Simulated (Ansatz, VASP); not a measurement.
## One calculation of ZrS, two programs

File INCAR:

```
SYSTEM = ZrS
  PREC = Accurate
  ENCUT = 520
  EDIFF = 1E-7
  ISMEAR = 0
  SIGMA = 0.15
  LREAL = .FALSE.
  LASPH = .TRUE.
  NELM = 80
  ALGO = Normal
  ISIF = 2
  LWAVE = .FALSE.
  LCHARG = .FALSE.
  GGA = PS
  NBANDS = 16
```

KPOINTS

```
regular mesh
0
G
  16 16 16
  0 0 0
```

POSCAR

```
ZrS
1.0
    0.0000000000      2.5462500000      2.6643750000
    2.5462500000      0.0000000000      2.6643750000
    2.5462500000      2.5462500000      0.0000000000
Zr S
1 1
Direct
    0.0000000000      0.0000000000      0.0000000000
    0.5000000000      0.5000000000      0.5000000000
```

Input for Ansatz:

```yaml
crystal:
  lattice:
    - [0.0, 2.54625, 2.664375]
    - [2.54625, 0.0, 2.664375]
    - [2.54625, 2.54625, 0.0]
  atoms:
    - { symbol: Zr, position: [0.0, 0.0, 0.0] }
    - { symbol: S, position: [0.5, 0.5, 0.5] }
basis:
  ecutwfc: 420
kpoints:
  mp_grid: { grid: [16, 16, 16] }
hamiltonian:
  xc: pbesol
scf:
  occupations: { method: gaussian, width: 0.15 }
output:
  forces: true
  stress: true
  eigenvalues: true
  write_density: true
  write_potential: true
  elf: true
  volumetric_format: npy
```

Change from the starting cell: strain -0.030 along x and y, +0.015 along z, atoms carried along.

Alike in both runs: task single point; functional PBEsol; k mesh 16 × 16 × 16; occupations gaussian, width 0.15 eV; no spin polarisation.

```csv
,VASP,Ansatz
version,VASP 6.6.1,Ansatz 0.2.0
potentials or method,"VASP PAW PBE potentials, release 64 (Zr_sv, S), cutoff 520 eV","scalar-relativistic, plane waves, PAW"
valence electrons in the cell,18,18
```

Ansatz gave:

- gap on the k mesh at the Fermi level (eV): none
- pressure (GPa): 0.4
- traceless stress, the component that is largest in VASP (GPa): -8.28

**Question.** Which values does VASP return?

**Answer.** gap on the k mesh at the Fermi level (eV): none; pressure (GPa): 0.7; traceless stress, the component that is largest in VASP (GPa): -8.34.

VASP's potentials were made for PBE, not for PBEsol. A gap of «none» marks a metal or a gap that the smearing closes.
